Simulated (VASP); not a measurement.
# TiO (P-62m) in VASP: further runs

The runs below take TiO through single point, with r2SCAN.

Everything below comes from runs of VASP 6.6.1. Logs are shortened: lines on timing, memory, paths and dates and some standing lists are left out, and cuts for length are marked.

## (1) The cell of the first run

The structure is hexagonal, space group P-62m (No. 189). Conventional cell: a = 5.078 Å, b = 5.078 Å, c = 2.921 Å, α = 90.00°, β = 90.00°, γ = 120.00°. Within 2.8 Å of Ti (site symmetry -6) lie 6 O at 2.14 Å. Within 2.6 Å of Ti (site symmetry -62m) lie 3 O at 1.99 Å. Within 2.6 Å of O (site symmetry m2m) lie 5 Ti at 1.99 to 2.14 Å.

## (2) Single point, r2SCAN (10.87 Å³/atom)

POSCAR

```
TiO
1.0
    5.0783197700      0.0000000000      0.0000000000
   -2.5391598850      4.3979539293      0.0000000000
    0.0000000000      0.0000000000      2.9210114397
Ti O
3 3
Direct
    0.6666666667      0.3333333333      0.5000000000
    0.3333333333      0.6666666667      0.5000000000
    0.0000000000      0.0000000000      0.0000000000
    0.6084704441      0.6084704441      0.0000000000
    0.3915295559      0.0000000000      0.0000000000
    0.0000000000      0.3915295559      0.0000000000
```

INCAR.step1

```
ALGO = Normal ; EDIFF = 1E-4
ENCUT = 520 ; GGA = PE
ISMEAR = 0 ; LASPH = True
LCHARG = False ; LREAL = False
LWAVE = True ; NBANDS = 36
NELM = 80 ; PREC = Accurate
SIGMA = 0.1
```

INCAR.step2

```
ALGO = Normal ; EDIFF = 1E-7
ENCUT = 520 ; ISIF = 2
ISMEAR = 0 ; ISTART = 1
LASPH = True ; LCHARG = False
LMIXTAU = True ; LREAL = False
LWAVE = False ; METAGGA = R2SCAN
NBANDS = 36 ; NELM = 80
PREC = Accurate ; SIGMA = 0.1
```

KPOINTS

```
k-points
0
Gamma
  12 12 12
```

Potentials or basis: VASP PAW PBE potentials, release 64 (Ti_sv, O).

Started as:

```sh
$ cat potpaw_PBE.64/Ti_sv/POTCAR potpaw_PBE.64/O/POTCAR > POTCAR
$ cp INCAR.step1 INCAR
$ mpirun -np 1 vasp_std > vasp.out
$ cp INCAR.step2 INCAR
$ mpirun -np 1 vasp_std > vasp.out
```

OUTCAR:

```text
EDIFF = 1E-7
   ENCUT = 520
   ISIF = 2
   ISMEAR = 0
   ISTART = 1
   LASPH = True
   LREAL = False
   METAGGA = R2SCAN
   NELM = 80
   PREC = Accurate

 ion  position               nearest neighbor table
   1  0.667  0.333  0.500-   6 2.14   6 2.14   5 2.14   5 2.14   4 2.14   4 2.14
   2  0.333  0.667  0.500-   5 2.14   5 2.14   6 2.14   6 2.14   4 2.14   4 2.14
   3  0.000  0.000  0.000-   4 1.99   6 1.99   5 1.99
   4  0.608  0.608  0.000-   3 1.99   1 2.14   1 2.14   2 2.14   2 2.14
   5  0.392  0.000  0.000-   3 1.99   2 2.14   2 2.14   1 2.14   1 2.14
   6  0.000  0.392  0.000-   3 1.99   1 2.14   1 2.14   2 2.14   2 2.14

  LATTYP: Found a hexagonal cell.
 ALAT       =     5.0783197700
 C/A-ratio  =     0.5751924991

  Lattice vectors:

 A1 = (   5.0783197700,   0.0000000000,   0.0000000000)
 A2 = (  -2.5391598850,   4.3979539293,   0.0000000000)
 A3 = (   0.0000000000,   0.0000000000,   2.9210114397)

Analysis of symmetry for initial positions (statically):
=====================================================================
 Subroutine PRICEL returns:
 Original cell was already a primitive cell.

 Routine SETGRP: Setting up the symmetry group for a
 hexagonal supercell.

 Subroutine GETGRP returns: Found 12 space group operations
 (whereof 12 operations were pure point group operations)
 out of a pool of 24 trial point group operations.

The static configuration has the point symmetry D_3h.

Analysis of symmetry for dynamics (positions and initial velocities):
=====================================================================
 Subroutine PRICEL returns:
 Original cell was already a primitive cell.

 Routine SETGRP: Setting up the symmetry group for a
 hexagonal supercell.

 Subroutine GETGRP returns: Found 12 space group operations
 (whereof 12 operations were pure point group operations)
 out of a pool of 24 trial point group operations.

The dynamic configuration has the point symmetry D_3h.

 Subroutine INISYM returns: Found 12 space group operations
 (whereof 12 operations are pure point group operations),
 and found     1 'primitive' translations

----------------------------------------------------------------------------------------

                                     Primitive cell

  volume of cell :      65.2385

  direct lattice vectors                    reciprocal lattice vectors
     5.078319770  0.000000000  0.000000000     0.196915524  0.113689231  0.000000000
    -2.539159885  4.397953929  0.000000000     0.000000000  0.227378462  0.000000000
     0.000000000  0.000000000  2.921011440     0.000000000  0.000000000  0.342347170

  length of vectors
     5.078319770  5.078319770  2.921011440     0.227378462  0.227378462  0.342347170

  position of ions in fractional coordinates (direct lattice)
     0.666666667  0.333333333  0.500000000
     0.333333333  0.666666667  0.500000000
     0.000000000  0.000000000  0.000000000
     0.608470444  0.608470444  0.000000000
     0.391529556  0.000000000  0.000000000
     1.000000000  0.391529556  0.000000000

  ion indices of the primitive-cell ions
   primitive index   ion index
                 1           1
                 2           2
                 3           3
                 4           4
                 5           5
                 6           6

----------------------------------------------------------------------------------------

 KPOINTS: k-points

Automatic generation of k-mesh.
 Grid dimensions read from file:
 generate k-points for:   12   12   12

 Generating k-lattice:

  Cartesian coordinates                     Fractional coordinates (reciprocal lattice)
     0.016409627  0.009474103  0.000000000     0.083333333  0.000000000  0.000000000
     0.000000000  0.018948205  0.000000000     0.000000000  0.083333333  0.000000000
     0.000000000  0.000000000  0.028528931     0.000000000  0.000000000  0.083333333

  Length of vectors
     0.018948205  0.018948205  0.028528931

  Shift w.r.t. Gamma in fractional coordinates (k-lattice)
     0.000000000  0.000000000  0.000000000

 Subroutine IBZKPT returns following result:
 ===========================================

 Found    133 irreducible k-points:

 Following reciprocal coordinates:
            Coordinates               Weight
  0.000000  0.000000  0.000000      1.000000
  0.083333  0.000000  0.000000      6.000000
  0.166667  0.000000  0.000000      6.000000
  0.250000  0.000000  0.000000      6.000000
  0.333333  0.000000  0.000000      6.000000
  0.416667  0.000000  0.000000      6.000000
[... 16 lines left out ...]
  0.250000  0.000000  0.083333     12.000000
  0.333333  0.000000  0.083333     12.000000
 [... further k-points ...]
   k-points           NKPTS =    133   k-points in BZ     NKDIM =    133   number of bands    NBANDS=     36
   number of dos      NEDOS =    301   number of ions     NIONS =      6
   total plane-waves  NPLWV =  38400
   dimension x,y,z NGX =    40 NGY =   40 NGZ =   24
   dimension x,y,z NGXF=    80 NGYF=   80 NGZF=   48
   ions per type =               3   3
   NGX,Y,Z   is equivalent  to a cutoff of  13.09, 13.09, 13.66 a.u.
   NGXF,Y,Z  is equivalent  to a cutoff of  26.19, 26.19, 27.32 a.u.
 SYSTEM =  unknown system
   PREC   = accura    normal or accurate (medium, high low for compatibility)
   ISTART =      1    job   : 0-new  1-cont  2-samecut
   ICHARG =      0    charge: 1-file 2-atom 10-const
   ISPIN  =      1    spin polarized calculation?
   LNONCOLLINEAR =      F non collinear calculations
   LSORBIT =      F    spin-orbit coupling
   LASPH  =      T    aspherical Exc in radial PAW
   ENCUT  =  520.0 eV  38.22 Ry    6.18 a.u.   9.44  9.44  5.43*2*pi/ulx,y,z
   NELM   =     80;   NELMIN=  2; NELMDL=  0     # of ELM steps
   EDIFF  = 0.1E-06   stopping-criterion for ELM
   LREAL  =      F    real-space projection
   EDIFFG = 0.1E-05   stopping-criterion for IOM
   NSW    =      0    number of steps for IOM
   IBRION =     -1    ionic relax: 0-MD 1-quasi-New 2-CG
   NFREE  =      0    steps in history (QN), initial steepest desc. (CG)
   ISIF   =      2    stress and relaxation
   ISYM   =      2    0-nonsym 1-usesym 2-fastsym
   POTIM  = 0.5000    time-step for ionic-motion
   TEBEG  =    0.0;   TEEND  =   0.0 temperature during run
   PSTRESS=    0.0 pullay stress
   NELECT =      54.0000    total number of electrons
   NUPDOWN=      -1.0000    fix difference up-down
   EMIN   =  10.00;   EMAX   =-10.00  energy-range for DOS
   EFERMI =   0.00;   METHOD = LEGACY
   ISMEAR =     0;   SIGMA  =   0.10  broadening in eV -4-tet -1-fermi 0-gaus
   EFERMI_NEDOS =   21; number of points for ismear=-14 and -15
   IALGO  =     38    algorithm
   IMIX   =      4    mixing-type and parameters
     AMIX     =   0.40;   BMIX     =  1.00
     AMIX_MAG =   1.60;   BMIX_MAG =  1.00
  volume/ion in A,a.u.               =      10.87        73.38
  Fermi-wavevector in a.u.,A,eV,Ry     =   1.537109  2.904715 32.146554  2.362705
  Thomas-Fermi vector in A             =   2.643664
   LORBIT       =      0    0 simple, 1 ext, 2 COOP (PROOUT), +10 PAW based schemes
   METAGGA = R2SCAN    functional components
   LHFCALC =     F    Hartree Fock is set to
   AEXX    =    0.0000 exact exchange contribution
   IVDW    =     0    specifies the selected vdW correction
   LEPSILON=     F    determine dielectric tensor
   LRPA    =     F    only Hartree local field effects (RPA)
 non-spin polarized calculation
 Gauss-broadening in eV      SIGMA  =   0.10
  energy-cutoff  :      520.00
  volume of cell :       65.24
 maximum number of plane-waves:      1782
 NGX is ok and might be reduce to    40
   NGX = 19   NGY = 19   NGZ = 11

 number of electron      54.0000000 magnetization

 Free energy of the ion-electron system (eV)
  ---------------------------------------------------
  ext. energy  EPLUGINS =         0.00000000
  ---------------------------------------------------
  free energy    TOTEN  =       -73.53934884 eV

  energy without entropy =      -73.53600376  energy(sigma->0) =      -73.53767630

 E-fermi :  10.0707     XC(G=0): -12.9666

 val. band max:       10.0545817075   @ k =   0.0833   0.0833   0.1667
 cond. band min:      10.0762522553   @ k =   0.2500   0.0000   0.5000
 fundamental gap:      0.0216705478
 Fermi energy:        10.0707334915

 k-point     1 :       0.0000    0.0000    0.0000
  band No.  band energies     occupation
      1     -50.6829      2.00000
      2     -50.6194      2.00000
      3     -50.1927      2.00000
      4     -26.0559      2.00000
      5     -26.0559      2.00000
      6     -25.8075      2.00000
[... 28 lines left out ...]
     35      11.8633      0.00000
     36      11.9825      0.00000

 k-point     2 :       0.0833    0.0000    0.0000
  band No.  band energies     occupation
      1     -50.6819      2.00000
      2     -50.6203      2.00000
      3     -50.1928      2.00000
      4     -26.0605      2.00000
      5     -26.0555      2.00000
      6     -25.8024      2.00000
[... 28 lines left out ...]
     35      11.8810      0.00000
     36      12.0748      0.00000

 k-point     3 :       0.1667    0.0000    0.0000
  band No.  band energies     occupation
      1     -50.6790      2.00000
      2     -50.6231      2.00000
      3     -50.1930      2.00000
      4     -26.0723      2.00000
      5     -26.0518      2.00000
      6     -25.7924      2.00000
[... 28 lines left out ...]
     35      11.9318      0.00000
     36      12.3265      0.00000

 k-point     4 :       0.2500    0.0000    0.0000
  band No.  band energies     occupation
      1     -50.6745      2.00000
      2     -50.6274      2.00000
      3     -50.1933      2.00000
      4     -26.0870      2.00000
      5     -26.0403      2.00000
      6     -25.7904      2.00000
[... 28 lines left out ...]
     35      12.0090      0.00000
     36      12.3923      0.00000

 k-point     5 :       0.3333    0.0000    0.0000
  band No.  band energies     occupation
      1     -50.6690      2.00000
      2     -50.6326      2.00000
      3     -50.1935      2.00000
      4     -26.1003      2.00000
      5     -26.0191      2.00000
      6     -25.8074      2.00000
[... 655 lines left out ...]
 k-point    22 :       0.1667    0.0000    0.0833
  band No.  band energies     occupation
      1     -50.6759      2.00000
      2     -50.6203      2.00000
      3     -50.1904      2.00000
      4     -26.0640      2.00000
      5     -26.0438      2.00000
      6     -25.8235      2.00000
[... 28 lines left out ...]
     35      11.8638      0.00000
     36      12.4518      0.00000

 k-point    23 :       0.2500    0.0000    0.0833
  band No.  band energies     occupation
      1     -50.6714      2.00000
      2     -50.6246      2.00000
      3     -50.1906      2.00000
      4     -26.0782      2.00000
      5     -26.0326      2.00000
      6     -25.8198      2.00000
[... 28 lines left out ...]
     35      11.9335      0.00000
     36      12.3465      0.00000

 k-point    24 :       0.3333    0.0000    0.0833
  band No.  band energies     occupation
      1     -50.6660      2.00000
      2     -50.6298      2.00000
      3     -50.1909      2.00000
      4     -26.0911      2.00000
      5     -26.0122      2.00000
      6     -25.8210      2.00000
[... 28 lines left out ...]
     35      12.0062      0.00000
     36      12.2297      0.00000

 [... further k-points ...]
[... 5 lines left out ...]
  --------------------------------------------------------------------------------------
  -------------------------------------------------------------------------------------
  Total       -4.3354982     -4.3354982     -4.3424841      0.0000000      0.0000000      0.0000000
  in kB     -106.4745009   -106.4745009   -106.6460655      0.0000000      0.0000000      0.0000000
  external PRESSURE =    -106.5316891 kB  Pullay stress =       0.0000000 kB

 VOLUME and BASIS-vectors are now :
 -----------------------------------------------------------------------------
  energy-cutoff  :      520.00
  volume of cell :       65.24
      direct lattice vectors                 reciprocal lattice vectors
     5.078319770  0.000000000  0.000000000     0.196915524  0.113689231  0.000000000
    -2.539159885  4.397953929  0.000000000     0.000000000  0.227378462  0.000000000
     0.000000000  0.000000000  2.921011440     0.000000000  0.000000000  0.342347170

 POSITION                                       TOTAL-FORCE (eV/Angst)
 -----------------------------------------------------------------------------------
      2.53916      1.46598      1.46051        -0.000000     -0.000000      0.000000
     -0.00000      2.93197      1.46051        -0.000000     -0.000000      0.000000
      0.00000      0.00000      0.00000        -0.000000     -0.000000      0.000000
      1.54500      2.67602      0.00000        -0.013559     -0.023485      0.000000
      1.98831      0.00000      0.00000         0.027118     -0.000000     -0.000000
     -0.99416      1.72193      0.00000        -0.013559      0.023485     -0.000000
 -----------------------------------------------------------------------------------
    total drift:                               -0.000000     -0.000000      0.000001

  FREE ENERGIE OF THE ION-ELECTRON SYSTEM (eV)
  ---------------------------------------------------
  free  energy   TOTEN  =       -73.5393488449 eV

  energy  without entropy=      -73.5360037589  energy(sigma->0) =      -73.53767630
```

It took 25 min on 1 thread of AMD EPYC 9R14 (Zen 4), shared host; peak memory 0.33 GiB.

What came out:

```yaml
Free_energy: -73.5393 eV
Pressure: -10.7 GPa
Largest_force: 0.027 eV/Å
Band_gap_on_the_k_mesh: zero (bands 27 and 28 overlap by 1.24 eV)
```

Forces on the atoms (eV/Å):
```
Ti   0.000  0.000  0.000
Ti   0.000  0.000  0.000
Ti   0.000  0.000  0.000
O   -0.014 -0.023  0.000
O    0.027  0.000  0.000
O   -0.014  0.023  0.000
```

Caveat: the cell stands under tension; the PAW data sets were made with another functional, which shifts forces and pressure a little; semilocal functionals often make such compounds metallic where correlation or magnetic order opens a gap, which also shifts bond lengths.

## (3) Single point, r2SCAN

This run uses another cell than the first one, of 10.26 Å³/atom.

POSCAR

```
TiO
1.0
    4.9801152655      0.0000000000      0.0000000000
   -2.4900576327      4.3129063337      0.0000000000
    0.0000000000      0.0000000000      2.8654226609
Ti O
3 3
Direct
    0.6666666667      0.3333333333      0.5000000000
    0.3333333333      0.6666666667      0.5000000000
    0.0000000000      0.0000000000      0.0000000000
    0.6057670847      0.6057670847      0.0000000000
    0.3942329153      0.0000000000      0.0000000000
    0.0000000000      0.3942329153      0.0000000000
```

INCAR.step1

```
PREC = Accurate ; ENCUT = 520
ISMEAR = 0 ; SIGMA = 0.1
LREAL = False ; LASPH = True
NELM = 80 ; NBANDS = 36
GGA = PE ; ALGO = Normal
EDIFF = 1E-4 ; LWAVE = True
LCHARG = False
```

INCAR.step2

```
PREC = Accurate ; ENCUT = 520
EDIFF = 1E-6 ; ISMEAR = 0
SIGMA = 0.1 ; LREAL = False
LASPH = True ; NELM = 80
ALGO = Normal ; ISIF = 2
LWAVE = False ; LCHARG = False
METAGGA = R2SCAN ; LMIXTAU = True
NBANDS = 36 ; ISTART = 1
```

KPOINTS

```
regular mesh
0
Gamma
  12 12 12
```

Potentials or basis: VASP PAW PBE potentials, release 64 (Ti_sv, O).

Started as:

```sh
$ cat potpaw_PBE.64/Ti_sv/POTCAR potpaw_PBE.64/O/POTCAR > POTCAR
$ cp INCAR.step1 INCAR
$ mpirun -np 1 vasp_std > vasp.out
$ cp INCAR.step2 INCAR
$ mpirun -np 1 vasp_std > vasp.out
```

OUTCAR:

```text
PREC = Accurate
   ENCUT = 520
   EDIFF = 1E-6
   ISMEAR = 0
   LREAL = False
   LASPH = True
   NELM = 80
   ISIF = 2
   METAGGA = R2SCAN
   ISTART = 1

 ion  position               nearest neighbor table
   1  0.667  0.333  0.500-   6 2.10   6 2.10   5 2.10   5 2.10   4 2.10   4 2.10   2 2.88   2 2.88
                             2 2.88
   2  0.333  0.667  0.500-   5 2.10   5 2.10   6 2.10   6 2.10   4 2.10   4 2.10   1 2.88   1 2.88
                             1 2.88
   3  0.000  0.000  0.000-   6 1.96   5 1.96   4 1.96
   4  0.606  0.606  0.000-   3 1.96   1 2.10   1 2.10   2 2.10   2 2.10
   5  0.394  0.000  0.000-   3 1.96   2 2.10   2 2.10   1 2.10   1 2.10
   6  0.000  0.394  0.000-   3 1.96   1 2.10   1 2.10   2 2.10   2 2.10

  LATTYP: Found a hexagonal cell.
 ALAT       =     4.9801152655
 C/A-ratio  =     0.5753727591

  Lattice vectors:

 A1 = (   4.9801152655,   0.0000000000,   0.0000000000)
 A2 = (  -2.4900576327,   4.3129063337,   0.0000000000)
 A3 = (   0.0000000000,   0.0000000000,   2.8654226609)

Analysis of symmetry for initial positions (statically):
=====================================================================
 Subroutine PRICEL returns:
[... 178 lines left out ...]
  energy without entropy =      -73.64331483  energy(sigma->0) =      -73.64485691

 E-fermi :  10.8624     XC(G=0): -13.3210

 val. band max:       10.8554976824   @ k =   0.0833   0.0833   0.1667
 cond. band min:      10.9011790177   @ k =   0.1667  -0.0000   0.0000
 fundamental gap:      0.0456813353
 Fermi energy:        10.8624343212

 k-point     1 :       0.0000    0.0000    0.0000
  band No.  band energies     occupation
      1     -49.8708      2.00000
      2     -49.7883      2.00000
      3     -49.3266      2.00000
      4     -25.3125      2.00000
      5     -25.3125      2.00000
      6     -25.0055      2.00000
[... 925 lines left out ...]
     35      12.9448      0.00000
     36      13.1642      0.00000

 [... further k-points ...]
[... 5 lines left out ...]
  --------------------------------------------------------------------------------------
  -------------------------------------------------------------------------------------
  Total        0.6284629      0.6284629      0.6480120      0.0000000      0.0000000      0.0000000
  in kB       16.3603317     16.3603317     16.8692397      0.0000000      0.0000000      0.0000000
  external PRESSURE =      16.5299677 kB  Pullay stress =       0.0000000 kB

 VOLUME and BASIS-vectors are now :
 -----------------------------------------------------------------------------
  energy-cutoff  :      520.00
  volume of cell :       61.55
      direct lattice vectors                 reciprocal lattice vectors
     4.980115266  0.000000000  0.000000000     0.200798565  0.115931106  0.000000000
    -2.490057633  4.312906334  0.000000000     0.000000000  0.231862211  0.000000000
     0.000000000  0.000000000  2.865422661     0.000000000  0.000000000  0.348988655

 POSITION                                       TOTAL-FORCE (eV/Angst)
 -----------------------------------------------------------------------------------
      2.49006      1.43764      1.43271        -0.000000     -0.000000      0.000000
     -0.00000      2.87527      1.43271        -0.000000     -0.000000      0.000000
      0.00000      0.00000      0.00000        -0.000000     -0.000000      0.000000
      1.50839      2.61262      0.00000        -0.013079     -0.022654     -0.000000
      1.96333      0.00000      0.00000         0.026159     -0.000000      0.000000
     -0.98166      1.70029      0.00000        -0.013079      0.022654     -0.000000
 -----------------------------------------------------------------------------------
    total drift:                               -0.000001     -0.000002      0.000001

  FREE ENERGIE OF THE ION-ELECTRON SYSTEM (eV)
  ---------------------------------------------------
  free  energy   TOTEN  =       -73.6463989953 eV

  energy  without entropy=      -73.6433148263  energy(sigma->0) =      -73.64485691
```

It took 18 min on 1 thread of AMD EPYC 9R45 (Zen 5), shared host; peak memory 0.33 GiB.

What came out:

```yaml
Free_energy: -73.6464 eV
Pressure: 1.7 GPa
Largest_force: 0.026 eV/Å
Band_gap_on_the_k_mesh: zero (bands 27 and 28 overlap by 1.35 eV)
```

Forces in eV/Å, atoms in the order of the input:
```
Ti   0.000  0.000  0.000
Ti   0.000  0.000  0.000
Ti   0.000  0.000  0.000
O   -0.013 -0.023  0.000
O    0.026  0.000  0.000
O   -0.013  0.023  0.000
```

Caveat: the PAW data sets were made with another functional, which shifts forces and pressure a little; semilocal functionals often make such compounds metallic where correlation or magnetic order opens a gap, which also shifts bond lengths.
